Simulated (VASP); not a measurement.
# SiC (Fm-3m) in VASP: settings compared

Aim: see how the results for SiC move with the level of theory and the settings. Levels: PBE, r2SCAN. Tasks: single point, relaxation of cell and atoms.

Everything below comes from runs of VASP 6.6.1. Logs are shortened: lines on timing, memory, paths and dates and some standing lists are left out, and cuts for length are marked.

## 1. The cell of the first run

It takes space group Fm-3m (No. 225, cubic). The conventional cell has a = 4.058 Å, b = 4.058 Å, c = 4.058 Å, α = 90.00°, β = 90.00°, γ = 90.00°. Si (site symmetry m-3m) has 6 C at 2.03 Å within 2.7 Å. C (site symmetry m-3m) has 6 Si at 2.03 Å within 2.7 Å.

## 2. Single point, PBE

Input file INCAR:

```
PREC = Accurate ; ENCUT = 520
EDIFF = 1E-6 ; ISMEAR = -1
SIGMA = 0.02 ; LREAL = F
LASPH = T ; NELM = 100
ALGO = Normal ; ISIF = 2
LWAVE = F ; LCHARG = T
GGA = PE ; LELF = T
LVHAR = T ; NBANDS = 11
```

Input file KPOINTS:

```
Automatic mesh
0
Gamma
  10 10 10
```

Input file POSCAR:

```
SiC
1.0
    0.0000000000      2.0292109821      2.0292109821
    2.0292109821      0.0000000000      2.0292109821
    2.0292109821      2.0292109821      0.0000000000
Si C
1 1
Direct
    0.0000000000      0.0000000000      0.0000000000
    0.5000000000      0.5000000000      0.5000000000
```

Potentials or basis: VASP PAW PBE potentials, release 64 (Si, C).

The run is started by

```console
$ cat potpaw_PBE.64/Si/POTCAR potpaw_PBE.64/C/POTCAR > POTCAR
$ mpirun -np 1 vasp_std > vasp.out
```

OUTCAR:

```text
PREC = Accurate
   ENCUT = 520
   EDIFF = 1E-6
   ISMEAR = -1
   LREAL = F
   LASPH = T
   NELM = 100
   ISIF = 2
   GGA = PE

 ion  position               nearest neighbor table
   1  0.000  0.000  0.000-   2 2.03   2 2.03   2 2.03   2 2.03   2 2.03   2 2.03
   2  0.500  0.500  0.500-   1 2.03   1 2.03   1 2.03   1 2.03   1 2.03   1 2.03

  LATTYP: Found a face centered cubic cell.
 ALAT       =     4.0584219642

  Lattice vectors:

 A1 = (   0.0000000000,   2.0292109821,   2.0292109821)
 A2 = (   2.0292109821,   0.0000000000,   2.0292109821)
 A3 = (   2.0292109821,   2.0292109821,   0.0000000000)

Analysis of symmetry for initial positions (statically):
=====================================================================
 Subroutine PRICEL returns:
 Original cell was already a primitive cell.

 Routine SETGRP: Setting up the symmetry group for a
 face centered cubic supercell.

 Subroutine GETGRP returns: Found 48 space group operations
 (whereof 48 operations were pure point group operations)
 out of a pool of 48 trial point group operations.

The static configuration has the point symmetry O_h .

Analysis of symmetry for dynamics (positions and initial velocities):
=====================================================================
 Subroutine PRICEL returns:
 Original cell was already a primitive cell.

 Routine SETGRP: Setting up the symmetry group for a
 face centered cubic supercell.

 Subroutine GETGRP returns: Found 48 space group operations
 (whereof 48 operations were pure point group operations)
 out of a pool of 48 trial point group operations.

The dynamic configuration has the point symmetry O_h .

 Subroutine INISYM returns: Found 48 space group operations
 (whereof 48 operations are pure point group operations),
 and found     1 'primitive' translations

----------------------------------------------------------------------------------------

                                     Primitive cell

  volume of cell :      16.7114

  direct lattice vectors                    reciprocal lattice vectors
     0.000000000  2.029210982  2.029210982    -0.246401190  0.246401190  0.246401190
     2.029210982  0.000000000  2.029210982     0.246401190 -0.246401190  0.246401190
     2.029210982  2.029210982  0.000000000     0.246401190  0.246401190 -0.246401190

  length of vectors
     2.869737692  2.869737692  2.869737692     0.426779379  0.426779379  0.426779379

  position of ions in fractional coordinates (direct lattice)
     0.000000000  0.000000000  0.000000000
     0.500000000  0.500000000  0.500000000

  ion indices of the primitive-cell ions
   primitive index   ion index
                 1           1
                 2           2

----------------------------------------------------------------------------------------

 KPOINTS: Automatic mesh

Automatic generation of k-mesh.
 Grid dimensions read from file:
 generate k-points for:   10   10   10

 Generating k-lattice:

  Cartesian coordinates                     Fractional coordinates (reciprocal lattice)
    -0.024640119  0.024640119  0.024640119     0.100000000  0.000000000  0.000000000
     0.024640119 -0.024640119  0.024640119     0.000000000  0.100000000  0.000000000
     0.024640119  0.024640119 -0.024640119     0.000000000  0.000000000  0.100000000

  Length of vectors
     0.042677938  0.042677938  0.042677938

  Shift w.r.t. Gamma in fractional coordinates (k-lattice)
     0.000000000  0.000000000  0.000000000

 Subroutine IBZKPT returns following result:
 ===========================================

 Found     47 irreducible k-points:

 Following reciprocal coordinates:
            Coordinates               Weight
  0.000000  0.000000  0.000000      1.000000
  0.100000  0.000000  0.000000      8.000000
  0.200000  0.000000  0.000000      8.000000
  0.300000  0.000000  0.000000      8.000000
  0.400000  0.000000  0.000000      8.000000
  0.500000  0.000000  0.000000      4.000000
[... 16 lines left out ...]
  0.300000  0.300000  0.000000      6.000000
  0.400000  0.300000  0.000000     24.000000
 [... further k-points ...]
   k-points           NKPTS =     47   k-points in BZ     NKDIM =     47   number of bands    NBANDS=     11
   number of dos      NEDOS =    301   number of ions     NIONS =      2
   total plane-waves  NPLWV =  13824
   dimension x,y,z NGX =    24 NGY =   24 NGZ =   24
   dimension x,y,z NGXF=    48 NGYF=   48 NGZF=   48
   ions per type =               1   1
   NGX,Y,Z   is equivalent  to a cutoff of  13.90, 13.90, 13.90 a.u.
   NGXF,Y,Z  is equivalent  to a cutoff of  27.81, 27.81, 27.81 a.u.
 SYSTEM =  unknown system
   PREC   = accura    normal or accurate (medium, high low for compatibility)
   ISTART =      0    job   : 0-new  1-cont  2-samecut
   ICHARG =      2    charge: 1-file 2-atom 10-const
   ISPIN  =      1    spin polarized calculation?
   LNONCOLLINEAR =      F non collinear calculations
   LSORBIT =      F    spin-orbit coupling
   LASPH  =      T    aspherical Exc in radial PAW
   ENCUT  =  520.0 eV  38.22 Ry    6.18 a.u.   5.34  5.34  5.34*2*pi/ulx,y,z
   NELM   =    100;   NELMIN=  2; NELMDL= -5     # of ELM steps
   EDIFF  = 0.1E-05   stopping-criterion for ELM
   LREAL  =      F    real-space projection
   EDIFFG = 0.1E-04   stopping-criterion for IOM
   NSW    =      0    number of steps for IOM
   IBRION =     -1    ionic relax: 0-MD 1-quasi-New 2-CG
   NFREE  =      0    steps in history (QN), initial steepest desc. (CG)
   ISIF   =      2    stress and relaxation
   ISYM   =      2    0-nonsym 1-usesym 2-fastsym
   POTIM  = 0.5000    time-step for ionic-motion
   TEBEG  =    0.0;   TEEND  =   0.0 temperature during run
   PSTRESS=    0.0 pullay stress
   NELECT =       8.0000    total number of electrons
   NUPDOWN=      -1.0000    fix difference up-down
   EMIN   =  10.00;   EMAX   =-10.00  energy-range for DOS
   EFERMI =   0.00;   METHOD = LEGACY
   ISMEAR =    -1;   SIGMA  =   0.02  broadening in eV -4-tet -1-fermi 0-gaus
   EFERMI_NEDOS =   21; number of points for ismear=-14 and -15
   IALGO  =     38    algorithm
   IMIX   =      4    mixing-type and parameters
     AMIX     =   0.40;   BMIX     =  1.00
     AMIX_MAG =   1.60;   BMIX_MAG =  1.00
  volume/ion in A,a.u.               =       8.36        56.39
  Fermi-wavevector in a.u.,A,eV,Ry     =   1.280661  2.420099 22.314825  1.640093
  Thomas-Fermi vector in A             =   2.413076
   LORBIT       =      0    0 simple, 1 ext, 2 COOP (PROOUT), +10 PAW based schemes
   GGA     = PE    functional components
   LHFCALC =     F    Hartree Fock is set to
   AEXX    =    0.0000 exact exchange contribution
   IVDW    =     0    specifies the selected vdW correction
   LEPSILON=     F    determine dielectric tensor
   LRPA    =     F    only Hartree local field effects (RPA)
 non-spin polarized calculation
  energy-cutoff  :      520.00
  volume of cell :       16.71
 maximum number of plane-waves:       464
 NGX is ok and might be reduce to    24
   NGX = 11   NGY = 11   NGZ = 11

 number of electron       8.0000000 magnetization

 Free energy of the ion-electron system (eV)
  ---------------------------------------------------
  ext. energy  EPLUGINS =         0.00000000
  ---------------------------------------------------
  free energy    TOTEN  =       -13.57526673 eV

  energy without entropy =      -13.57393057  energy(sigma->0) =      -13.57459865

 E-fermi :  12.2008     XC(G=0): -12.6653

 val. band max:       12.1984332794   @ k =   0.5000   0.4000   0.0000
 cond. band min:      12.2851129131   @ k =   0.0000   0.0000   0.0000
 fundamental gap:      0.0866796337
 Fermi energy:        12.2007777020

 k-point     1 :       0.0000    0.0000    0.0000
  band No.  band energies     occupation
      1      -6.0965      2.00000
      2      12.2851      0.02906
      3      12.2851      0.02906
      4      12.2851      0.02906
      5      19.6284      0.00000
      6      21.2315      0.00000
      7      21.2315      0.00000
      8      21.2315      0.00000
      9      24.9130      0.00000
     10      24.9130      0.00000
     11      24.9130      0.00000

 k-point     2 :       0.1000    0.0000    0.0000
  band No.  band energies     occupation
      1      -5.8546      2.00000
      2      11.0117      2.00000
      3      12.1411      1.90359
      4      12.1411      1.90359
      5      19.8428      0.00000
      6      21.1599      0.00000
      7      21.5517      0.00000
      8      21.5517      0.00000
      9      23.1055      0.00000
     10      23.1055      0.00000
     11      24.7099      0.00000

 k-point     3 :       0.2000    0.0000    0.0000
  band No.  band energies     occupation
      1      -5.1329      2.00000
      2       8.3171      2.00000
      3      11.8219      2.00000
      4      11.8219      2.00000
      5      19.1739      0.00000
      6      20.3998      0.00000
      7      20.3998      0.00000
      8      22.3305      0.00000
      9      23.6861      0.00000
     10      23.6861      0.00000
     11      24.2143      0.00000

 k-point     4 :       0.3000    0.0000    0.0000
  band No.  band energies     occupation
      1      -3.9470      2.00000
      2       5.3556      2.00000
      3      11.5136      2.00000
      4      11.5136      2.00000
      5      18.5661      0.00000
      6      18.8560      0.00000
      7      18.8560      0.00000
      8      22.5582      0.00000
      9      24.9311      0.00000
     10      25.9054      0.00000
     11      25.9054      0.00000

 k-point     5 :       0.4000    0.0000    0.0000
  band No.  band energies     occupation
      1      -2.3489      2.00000
      2       2.5987      2.00000
      3      11.3170      2.00000
      4      11.3170      2.00000
      5      17.8605      0.00000
      6      17.8605      0.00000
      7      18.2455      0.00000
      8      22.0343      0.00000
      9      26.3671      0.00000
     10      28.5250      0.00000
     11      28.5250      0.00000
[... 211 lines left out ...]
 k-point    21 :      -0.3000    0.2000    0.0000
  band No.  band energies     occupation
      1      -2.1104      2.00000
      2       4.1849      2.00000
      3       7.1821      2.00000
      4      10.9879      2.00000
      5      16.4195      0.00000
      6      19.0137      0.00000
      7      21.2336      0.00000
      8      23.5533      0.00000
      9      25.9633      0.00000
     10      27.2847      0.00000
     11      29.0906      0.00000

 k-point    22 :      -0.2000    0.2000    0.0000
  band No.  band energies     occupation
      1      -3.5558      2.00000
      2       6.4791      2.00000
      3       7.7616      2.00000
      4      11.7937      2.00000
      5      17.8690      0.00000
      6      18.7950      0.00000
      7      21.3417      0.00000
      8      21.7233      0.00000
      9      24.0262      0.00000
     10      27.0934      0.00000
     11      29.0233      0.00000

 k-point    23 :       0.3000    0.3000    0.0000
  band No.  band energies     occupation
      1      -3.2429      2.00000
      2       7.6215      2.00000
      3       9.0645      2.00000
      4       9.0645      2.00000
      5      13.4818      0.00000
      6      16.2134      0.00000
      7      24.5977      0.00000
      8      25.3113      0.00000
      9      25.3113      0.00000
     10      28.8146      0.00000
     11      31.1806      0.00000

 k-point    24 :       0.4000    0.3000    0.0000
  band No.  band energies     occupation
      1      -2.0970      2.00000
      2       5.9660      2.00000
      3       7.8409      2.00000
      4       8.7391      2.00000
      5      13.1069      0.00000
      6      16.5487      0.00000
      7      24.5991      0.00000
      8      24.7504      0.00000
      9      26.3629      0.00000
     10      30.8707      0.00000
     11      32.2450      0.00000

 [... further k-points ...]

------------------------ aborting loop because EDIFF is reached ----------------------------------------

  FORCE on cell =-STRESS in cart. coord.  units (eV):
  Direction    XX          YY          ZZ          XY          YZ          ZX
  --------------------------------------------------------------------------------------
  -------------------------------------------------------------------------------------
  Total        0.0386365      0.0386365      0.0386365     -0.0000000     -0.0000000      0.0000000
  in kB        3.7042236      3.7042236      3.7042236     -0.0000000     -0.0000000      0.0000000
  external PRESSURE =       3.7042236 kB  Pullay stress =       0.0000000 kB

 VOLUME and BASIS-vectors are now :
 -----------------------------------------------------------------------------
  energy-cutoff  :      520.00
  volume of cell :       16.71
      direct lattice vectors                 reciprocal lattice vectors
     0.000000000  2.029210982  2.029210982    -0.246401190  0.246401190  0.246401190
     2.029210982  0.000000000  2.029210982     0.246401190 -0.246401190  0.246401190
     2.029210982  2.029210982  0.000000000     0.246401190  0.246401190 -0.246401190

 POSITION                                       TOTAL-FORCE (eV/Angst)
 -----------------------------------------------------------------------------------
      0.00000      0.00000      0.00000         0.000000      0.000000      0.000000
      2.02921      2.02921      2.02921        -0.000000     -0.000000     -0.000000
 -----------------------------------------------------------------------------------
    total drift:                               -0.000000     -0.000000      0.000000

  FREE ENERGIE OF THE ION-ELECTRON SYSTEM (eV)
  ---------------------------------------------------
  free  energy   TOTEN  =       -13.5752667327 eV

  energy  without entropy=      -13.5739305655  energy(sigma->0) =      -13.57459865
```

Run time: 16 s. Hardware: 1 thread of Intel Xeon 8259CL, shared host; peak memory 0.13 GiB.

What came out:

```yaml
Free_energy: -13.5753 eV
Pressure: 0.4 GPa
Band_gap_on_the_k_mesh: zero (band 4 reaches 12.37 eV, above the bottom of band 5 at 11.31 eV)
```

## 3. Single point, PBE

This run uses another cell than the first one, of 8.17 Å³/atom, 0.977 times its volume.

Input file INCAR:

```
PREC = Accurate
ENCUT = 520
EDIFF = 1E-6
ISMEAR = -1
SIGMA = 0.02
LREAL = F
LASPH = T
NELM = 100
ALGO = Normal
ISIF = 2
LWAVE = F
LCHARG = F
GGA = PE
NBANDS = 11
```

KPOINTS is that of step 2.

Input file POSCAR:

```
SiC
1.0
    0.0000000000      2.0138692214      2.0138692214
    2.0138692214      0.0000000000      2.0138692214
    2.0138692214      2.0138692214      0.0000000000
Si C
1 1
Direct
    0.0000000000      0.0000000000      0.0000000000
    0.5000000000      0.5000000000      0.5000000000
```

Potentials or basis: VASP PAW PBE potentials, release 64 (Si, C).

The run is started by

```console
$ cat potpaw_PBE.64/Si/POTCAR potpaw_PBE.64/C/POTCAR > POTCAR
$ mpirun -np 1 vasp_std > vasp.out
```

Run time: 15 s. Hardware: 1 thread of Intel Xeon 8259CL, shared host; peak memory 0.13 GiB.

It converged, with:

```yaml
Free_energy: -13.5686 eV
Pressure: 5.6 GPa
Band_gap_on_the_k_mesh: zero (band 4 reaches 12.73 eV, above the bottom of band 5 at 11.81 eV)
```

Levels at points of the mesh, in eV from the Fermi level:
```tsv
k point	band 1	band 2	band 3	band 4	band 5	band 6	band 7	band 8	band 9
(0.00, 0.00, 0.00)	-18.65	0.00	0.00	0.00	7.75	8.95	8.95	8.95	12.90
(0.50, 0.00, 0.00)	-13.41	-11.67	-1.09	-1.09	5.33	5.33	6.01	9.78	14.98
(0.50, 0.50, 0.00)	-11.61	-9.95	-4.37	-4.37	-0.84	2.46	15.06	15.06	15.30
```

## 4. Single point, r2SCAN

This run uses another cell than the first one, of 8.17 Å³/atom, 0.977 times its volume.

POSCAR is that of step 3.

Input file INCAR.step1:

```
ALGO = Normal ; EDIFF = 1E-4
ENCUT = 520 ; GGA = PE
ISMEAR = -1 ; LASPH = True
LCHARG = False ; LREAL = False
LWAVE = True ; NBANDS = 11
NELM = 60 ; PREC = Accurate
SIGMA = 0.02
```

Input file INCAR.step2:

```
ALGO = Normal ; EDIFF = 1E-6
ENCUT = 520 ; ISIF = 2
ISMEAR = -1 ; ISTART = 1
LASPH = True ; LCHARG = True
LELF = True ; LMIXTAU = True
LREAL = False ; LVHAR = True
LWAVE = False ; METAGGA = R2SCAN
NBANDS = 11 ; NELM = 60
PREC = Accurate ; SIGMA = 0.02
```

Input file KPOINTS:

```
k-points
0
Gamma
  10 10 10
```

The run is started by

```console
$ cat potpaw_PBE.64/Si/POTCAR potpaw_PBE.64/C/POTCAR > POTCAR
$ cp INCAR.step1 INCAR
$ mpirun -np 1 vasp_std > vasp.out
$ cp INCAR.step2 INCAR
$ mpirun -np 1 vasp_std > vasp.out
```

Wall time 62 s (1 thread of Intel Xeon 8259CL, shared host); peak memory 0.14 GiB.

Results (log left out):

| Property | Result |
| --- | --- |
| Free energy | -17.6588 eV |
| Pressure | 0.3 GPa |
| Band gap on the k mesh | zero (band 4 reaches 12.72 eV, above the bottom of band 5 at 12.04 eV) |

Levels at points of the mesh, in eV from the Fermi level:
```
           k point  band 1  band 2  band 3  band 4  band 5  band 6  band 7  band 8
(0.00, 0.00, 0.00)  -19.68   -0.05   -0.05   -0.05    8.37    9.36    9.36    9.36
(0.50, 0.00, 0.00)  -14.31  -12.18   -1.24   -1.24    5.68    5.68    6.50   10.72
(0.50, 0.50, 0.00)  -12.44  -10.43   -4.67   -4.67   -0.67    2.85   16.17   16.17
```

Caveat: the PAW data sets were made with another functional, which shifts forces and pressure a little.

(Part 1 of 2 ends here.)
